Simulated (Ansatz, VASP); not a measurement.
# Two plane-wave programs on Sc

Contents of INCAR:

```
  PREC = Accurate
  ENCUT = 520
  EDIFF = 1E-7
  ISMEAR = -1
  SIGMA = 0.1
  LREAL = False
  LASPH = True
  NELM = 100
  ALGO = Normal
  ISIF = 2
  LWAVE = False
  LCHARG = False
  GGA = PE
  NBANDS = 18
```

File KPOINTS:

```
Automatic mesh
0
Gamma
  18 18 10
```

POSCAR

```
Sc
1.0
    3.2745011377      0.0000000000      0.0000000000
   -1.6372505689      2.8358011700      0.0000000000
    0.0000000000      0.0000000000      5.1141943372
Sc
2
Direct
    0.3333333333      0.6666666667      0.2500000000
    0.6666666667      0.3333333333      0.7500000000
```

Input for Ansatz:

```yaml
crystal:
  lattice:
    - [3.2745011377, 0.0, 0.0]
    - [-1.6372505689, 2.83580117, 0.0]
    - [0.0, 0.0, 5.1141943372]
  atoms:
    - { symbol: Sc, position: [0.3333333333, 0.6666666667, 0.25] }
    - { symbol: Sc, position: [0.6666666667, 0.3333333333, 0.75] }
hamiltonian:
  xc: pbe
  pseudopotentials:
    kind: paw
    azcp:
      Sc: "pseudopotentials/Sc.paw.azcp"
basis:
  ecutwfc: 420
  fft_grid_basis: typed
kpoints:
  mp_grid: { grid: [18, 18, 10], shift: [0, 0, 0] }
magnetization:
  spin_polarized: false
scf:
  occupations: { method: fermi_dirac, width: 0.1 }
output:
  stress: true
```

Alike in both runs: task single point; functional PBE; k mesh 18 × 18 × 10; occupations fermi-dirac, width 0.1 eV; no spin polarisation.

|  | VASP | Ansatz |
| --- | --- | --- |
| version | VASP 6.6.1 | Ansatz 0.2.0 |
| potentials or method | VASP PAW PBE potentials, release 64 (Sc_sv), cutoff 520 eV | plane waves (420 eV) with PAW, scalar-relativistic |
| valence electrons in the cell | 22 | 22 |

|  | VASP | Ansatz | Ansatz less VASP |
| --- | --- | --- | --- |
| pressure (GPa) | 2.4 | 2.3 | -0.04 |
